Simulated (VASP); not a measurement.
# WS2 in VASP: single point with PBE+D3(BJ)

Aim: the single point of WS2 with PBE+D3(BJ).

All numbers are computed with VASP 6.6.1; they aren't measurements. Logs are shortened: lines on timing, memory, paths and dates and some standing lists are left out, and cuts for length are marked.

## 1. The cell of the first run

The cell holds a slab with vacuum, 6 atoms: a = 3.160 Å, b = 3.160 Å, c = 23.804 Å, α = 90.00°, β = 90.00°, γ = 120.00°.

## 2. Single point, PBE+D3(BJ) (layers slid over each other, then relaxed in part)

INCAR

```
SYSTEM = WS2
PREC     = Accurate       ! precision mode
ENCUT    = 520            ! plane-wave cutoff, eV
EDIFF    = 1E-6           ! SCF threshold, eV
ISMEAR   = 0              ! smearing method
SIGMA    = 0.05           ! smearing width, eV
LREAL    = .FALSE.        ! projectors in reciprocal space
LASPH    = .TRUE.         ! aspherical terms in the spheres
NELM     = 60             ! most SCF steps
ALGO     = Normal         ! electronic algorithm
ISIF     = 2              ! what is computed and relaxed
LWAVE    = .FALSE.        ! write WAVECAR
LCHARG   = .FALSE.        ! write CHGCAR
LDIPOL   = .TRUE.       
IDIPOL   = 3            
DIPOL    = 0.5 0.5 0.394
GGA      = PE             ! functional
IVDW     = 12             ! dispersion correction
NBANDS   = 35             ! bands
```

KPOINTS

```
Automatic mesh
0
G
  9 9 1
  0 0 0
```

POSCAR

```
WS2
1.0
    3.1595456682      0.0000000000      0.0000000000
   -1.5797728341      2.7362468131      0.0000000000
    0.0000000000      0.0000000000     23.8042574330
S W
4 2
Direct
    0.3333333333      0.6666666667      0.1890418137
    0.3333333333      0.6666666667      0.3213835760
    0.3333333333      0.8333333333      0.4660045781
    0.3333333333      0.8333333333      0.5983388570
    0.6666666667      0.3333333333      0.2552552966
    0.6666666667      0.5000000000      0.5321315581
```

Potentials or basis: VASP PAW PBE potentials, release 64 (S, W_sv).

Run with:

```console
$ cat potpaw_PBE.64/S/POTCAR potpaw_PBE.64/W_sv/POTCAR > POTCAR
$ mpirun -np 1 vasp_std > vasp.out
```

OUTCAR:

```text
SYSTEM = WS2
   PREC = Accurate
   ENCUT = 520
   EDIFF = 1E-6
   ISMEAR = 0
   LREAL = .FALSE.
   LASPH = .TRUE.
   NELM = 60
   ISIF = 2
   GGA = PE
   IVDW = 12
 IVDW          = 12

 ion  position               nearest neighbor table
   1  0.333  0.667  0.189-   5 2.41   5 2.41   5 2.41
   2  0.333  0.667  0.321-   5 2.41   5 2.41   5 2.41
   3  0.333  0.833  0.466-   6 2.41   6 2.41   6 2.41
   4  0.333  0.833  0.598-   6 2.41   6 2.41   6 2.41
   5  0.667  0.333  0.255-   2 2.41   2 2.41   2 2.41   1 2.41   1 2.41   1 2.41
   6  0.667  0.500  0.532-   3 2.41   3 2.41   3 2.41   4 2.41   4 2.41   4 2.41

  LATTYP: Found a hexagonal cell.
 ALAT       =     3.1595456682
 C/A-ratio  =     7.5340760770

  Lattice vectors:

 A1 = (   3.1595456682,   0.0000000000,   0.0000000000)
 A2 = (  -1.5797728341,   2.7362468131,   0.0000000000)
 A3 = (   0.0000000000,   0.0000000000,  23.8042574330)

Analysis of symmetry for initial positions (statically):
=====================================================================
 Subroutine PRICEL returns:
 Original cell was already a primitive cell.

 Routine SETGRP: Setting up the symmetry group for a
 hexagonal supercell.

 Subroutine GETGRP returns: Found  2 space group operations
 (whereof  1 operations were pure point group operations)
 out of a pool of 24 trial point group operations.

The static configuration has the point symmetry C_1 .
 The point group associated with its full space group is C_2 .

Analysis of symmetry for dynamics (positions and initial velocities):
=====================================================================
 Subroutine PRICEL returns:
 Original cell was already a primitive cell.

 Routine SETGRP: Setting up the symmetry group for a
 hexagonal supercell.

 Subroutine GETGRP returns: Found  2 space group operations
 (whereof  1 operations were pure point group operations)
 out of a pool of 24 trial point group operations.

The dynamic configuration has the point symmetry C_1 .
 The point group associated with its full space group is C_2 .

 Subroutine INISYM returns: Found  2 space group operations
 (whereof  1 operations are pure point group operations),
 and found     1 'primitive' translations

----------------------------------------------------------------------------------------

                                     Primitive cell

  volume of cell :     205.7949

  direct lattice vectors                    reciprocal lattice vectors
     3.159545668  0.000000000  0.000000000     0.316501201  0.182732054  0.000000000
    -1.579772834  2.736246813  0.000000000     0.000000000  0.365464108  0.000000000
     0.000000000  0.000000000 23.804257433     0.000000000  0.000000000  0.042009292

  length of vectors
     3.159545668  3.159545668 23.804257433     0.365464108  0.365464108  0.042009292

  position of ions in fractional coordinates (direct lattice)
     0.333333333  0.666666667  0.189041814
     0.333333333  0.666666667  0.321383576
     0.333333333  0.833333333  0.466004578
     0.333333333  0.833333333  0.598338857
     0.666666667  0.333333333  0.255255297
     0.666666667  0.500000000  0.532131558

  ion indices of the primitive-cell ions
   primitive index   ion index
                 1           1
                 2           2
                 3           3
                 4           4
                 5           5
                 6           6

----------------------------------------------------------------------------------------

 KPOINTS: Automatic mesh

Automatic generation of k-mesh.
 Grid dimensions read from file:
 generate k-points for:    9    9    1

 Generating k-lattice:

  Cartesian coordinates                     Fractional coordinates (reciprocal lattice)
     0.035166800  0.020303562  0.000000000     0.111111111 -0.000000000  0.000000000
     0.000000000  0.040607123  0.000000000     0.000000000  0.111111111  0.000000000
     0.000000000  0.000000000  0.042009292     0.000000000  0.000000000  1.000000000

  Length of vectors
     0.040607123  0.040607123  0.042009292

  Shift w.r.t. Gamma in fractional coordinates (k-lattice)
     0.000000000  0.000000000  0.000000000

 Subroutine IBZKPT returns following result:
 ===========================================

 Found     25 irreducible k-points:

 Following reciprocal coordinates:
            Coordinates               Weight
  0.000000  0.000000  0.000000      1.000000
  0.111111  0.000000  0.000000      2.000000
  0.000000  0.111111  0.000000      4.000000
  0.222222 -0.000000  0.000000      2.000000
  0.000000  0.222222  0.000000      4.000000
  0.333333  0.000000  0.000000      2.000000
[... 16 lines left out ...]
 -0.222222 -0.444444  0.000000      4.000000
  0.444444  0.333333  0.000000      4.000000
   k-points           NKPTS =     25   k-points in BZ     NKDIM =     25   number of bands    NBANDS=     35
   number of dos      NEDOS =    301   number of ions     NIONS =      6
   total plane-waves  NPLWV = 103680
   dimension x,y,z NGX =    24 NGY =   24 NGZ =  180
   dimension x,y,z NGXF=    48 NGYF=   48 NGZF=  360
   ions per type =               4   2
   NGX,Y,Z   is equivalent  to a cutoff of  12.63, 12.63, 12.57 a.u.
   NGXF,Y,Z  is equivalent  to a cutoff of  25.26, 25.26, 25.14 a.u.
 SYSTEM =  WS2
   PREC   = accura    normal or accurate (medium, high low for compatibility)
   ISTART =      0    job   : 0-new  1-cont  2-samecut
   ICHARG =      2    charge: 1-file 2-atom 10-const
   ISPIN  =      1    spin polarized calculation?
   LNONCOLLINEAR =      F non collinear calculations
   LSORBIT =      F    spin-orbit coupling
   LASPH  =      T    aspherical Exc in radial PAW
   ENCUT  =  520.0 eV  38.22 Ry    6.18 a.u.   5.87  5.87 44.26*2*pi/ulx,y,z
   NELM   =     60;   NELMIN=  2; NELMDL= -5     # of ELM steps
   EDIFF  = 0.1E-05   stopping-criterion for ELM
   LREAL  =      F    real-space projection
   EDIFFG = 0.1E-04   stopping-criterion for IOM
   NSW    =      0    number of steps for IOM
   IBRION =     -1    ionic relax: 0-MD 1-quasi-New 2-CG
   NFREE  =      0    steps in history (QN), initial steepest desc. (CG)
   ISIF   =      2    stress and relaxation
   ISYM   =      2    0-nonsym 1-usesym 2-fastsym
   POTIM  = 0.5000    time-step for ionic-motion
   TEBEG  =    0.0;   TEEND  =   0.0 temperature during run
   PSTRESS=    0.0 pullay stress
   NELECT =      52.0000    total number of electrons
   NUPDOWN=      -1.0000    fix difference up-down
   EMIN   =  10.00;   EMAX   =-10.00  energy-range for DOS
   EFERMI =   0.00;   METHOD = LEGACY
   ISMEAR =     0;   SIGMA  =   0.05  broadening in eV -4-tet -1-fermi 0-gaus
   EFERMI_NEDOS =   21; number of points for ismear=-14 and -15
   IALGO  =     38    algorithm
   IMIX   =      4    mixing-type and parameters
     AMIX     =   0.40;   BMIX     =  1.00
     AMIX_MAG =   1.60;   BMIX_MAG =  1.00
  volume/ion in A,a.u.               =      34.30       231.46
  Fermi-wavevector in a.u.,A,eV,Ry     =   1.034978  1.955825 14.574280  1.071179
  Thomas-Fermi vector in A             =   2.169299
   LORBIT       =      0    0 simple, 1 ext, 2 COOP (PROOUT), +10 PAW based schemes
   GGA     = PE    functional components
   LHFCALC =     F    Hartree Fock is set to
   AEXX    =    0.0000 exact exchange contribution
   IVDW    =    12    specifies the selected vdW correction
   LEPSILON=     F    determine dielectric tensor
   LRPA    =     F    only Hartree local field effects (RPA)
 non-spin polarized calculation
 Gauss-broadening in eV      SIGMA  =   0.05
  energy-cutoff  :      520.00
  volume of cell :      205.79
 maximum number of plane-waves:      5566
   NGX = 11   NGY = 11   NGZ = 89

 dipolmoment           0.000000      0.000000     -0.000179 electrons x Angstroem

 number of electron      51.9999994 magnetization

 dipolmoment           0.000000      0.000000      0.000780 electrons x Angstroem

 Free energy of the ion-electron system (eV)
  ---------------------------------------------------
  ext. energy  EPLUGINS =         0.00000000
  ---------------------------------------------------
  free energy    TOTEN  =       -47.28666722 eV

  energy without entropy =      -47.28666722  energy(sigma->0) =      -47.28666722

 E-fermi :   1.2589     XC(G=0):  -6.1594

 val. band max:        1.0238297749   @ k =   0.0000   0.0000   0.0000
 cond. band min:       2.7342054016   @ k =   0.3333   0.3333   0.0000
 fundamental gap:      1.7103756268
 Fermi energy:         1.2589045021

 k-point     1 :       0.0000    0.0000    0.0000
  band No.  band energies     occupation
      1     -73.1912      2.00000
      2     -73.1876      2.00000
      3     -37.4444      2.00000
      4     -37.4412      2.00000
      5     -37.2691      2.00000
      6     -37.2688      2.00000
[... 27 lines left out ...]
     34       3.9089      0.00000
     35       5.8634      0.00000

 k-point     2 :       0.1111    0.0000    0.0000
  band No.  band energies     occupation
      1     -73.1890      2.00000
      2     -73.1854      2.00000
      3     -37.4367      2.00000
      4     -37.4335      2.00000
      5     -37.3117      2.00000
      6     -37.3080      2.00000
[... 27 lines left out ...]
     34       4.1241      0.00000
     35       6.2245      0.00000

 k-point     3 :       0.0000    0.1111    0.0000
  band No.  band energies     occupation
      1     -73.1890      2.00000
      2     -73.1854      2.00000
      3     -37.4367      2.00000
      4     -37.4335      2.00000
      5     -37.3116      2.00000
      6     -37.3081      2.00000
[... 27 lines left out ...]
     34       4.1309      0.00000
     35       6.2246      0.00000
[... 723 lines left out ...]
 k-point    23 :      -0.2222   -0.4444    0.0000
  band No.  band energies     occupation
      1     -73.1714      2.00000
      2     -73.1679      2.00000
      3     -37.5721      2.00000
      4     -37.5685      2.00000
      5     -37.4375      2.00000
      6     -37.4335      2.00000
[... 27 lines left out ...]
     34       6.1632      0.00000
     35       6.8479      0.00000

 k-point    24 :       0.4444    0.3333    0.0000
  band No.  band energies     occupation
      1     -73.1714      2.00000
      2     -73.1679      2.00000
      3     -37.5724      2.00000
      4     -37.5683      2.00000
      5     -37.4372      2.00000
      6     -37.4338      2.00000
[... 27 lines left out ...]
     34       6.1641      0.00000
     35       6.8454      0.00000

 [... further k-points ...]

------------------------ aborting loop because EDIFF is reached ----------------------------------------

 vacuum level on the upper side and lower side of the slab       (xc-potential included)        -0.193        -0.212

 Edisp (eV)   -2.11431

 E8    (eV) :    -0.9179

  FORCE on cell =-STRESS in cart. coord.  units (eV):
  Direction    XX          YY          ZZ          XY          YZ          ZX
  --------------------------------------------------------------------------------------
  -------------------------------------------------------------------------------------
  Total      -0.18554    -0.17309    -0.07775    -0.01078     0.13170    -0.07604
  in kB      -1.44448    -1.34754    -0.60528    -0.08395     1.02530    -0.59196
  external pressure =       -1.13 kB  Pullay stress =        0.00 kB

 VOLUME and BASIS-vectors are now :
 -----------------------------------------------------------------------------
  energy-cutoff  :      520.00
  volume of cell :      205.79
      direct lattice vectors                 reciprocal lattice vectors
     3.159545668  0.000000000  0.000000000     0.316501201  0.182732054  0.000000000
    -1.579772834  2.736246813  0.000000000     0.000000000  0.365464108  0.000000000
     0.000000000  0.000000000 23.804257433     0.000000000  0.000000000  0.042009292

 POSITION                                       TOTAL-FORCE (eV/Angst)
 -----------------------------------------------------------------------------------
     -0.00000      1.82416      4.50000         0.000352      0.000140     -0.000321
     -0.00000      1.82416      7.65030         0.016122     -0.028708      0.000176
     -0.26330      2.28021     11.09289        -0.016801      0.028316     -0.000176
     -0.26330      2.28021     14.24301         0.000297      0.000235      0.000321
      1.57977      0.91208      6.07616         0.003211     -0.005527      0.000266
      1.31648      1.36812     12.66700        -0.003181      0.005545     -0.000266
 -----------------------------------------------------------------------------------
    total drift:                               -0.000038      0.000012      0.116641

  FREE ENERGIE OF THE ION-ELECTRON SYSTEM (eV)
  ---------------------------------------------------
  free  energy   TOTEN  =       -49.4009765072 eV

  energy  without entropy=      -49.4009765072  energy(sigma->0) =      -49.40097651

 vacuum level on the upper side and lower side of the slab         6.320         6.300
```

Wall time 3.3 min (1 thread of Intel Xeon Platinum 8259CL at 2.50GHz (Skylake/Cascade Lake), shared host); peak memory 0.4 GiB.

Results:

```
Free energy                : -49.4010 eV
Largest force              : 0.033 eV/Å
Band gap on the k mesh     : 1.71 eV (least direct gap 1.90 eV)
Dispersion energy per atom : -0.352 eV
```

Forces in eV/Å, atoms in the order of the input:
```
S    0.000  0.000  0.000
S    0.016 -0.029  0.000
S   -0.017  0.028  0.000
S    0.000  0.000  0.000
W    0.003 -0.006  0.000
W   -0.003  0.006  0.000
```

Levels at points of the mesh, in eV from the valence-band top:
```
           k point  band 24  band 25  band 26  band 27  band 28  band 29
(0.00, 0.00, 0.00)    -1.78    -0.53     0.00     2.70     2.71     2.73
```

Caveat: the cell differs from its parent crystal (layers slid over each other, then relaxed in part); spin-orbit coupling is left out, which moves the levels of the heavy elements.
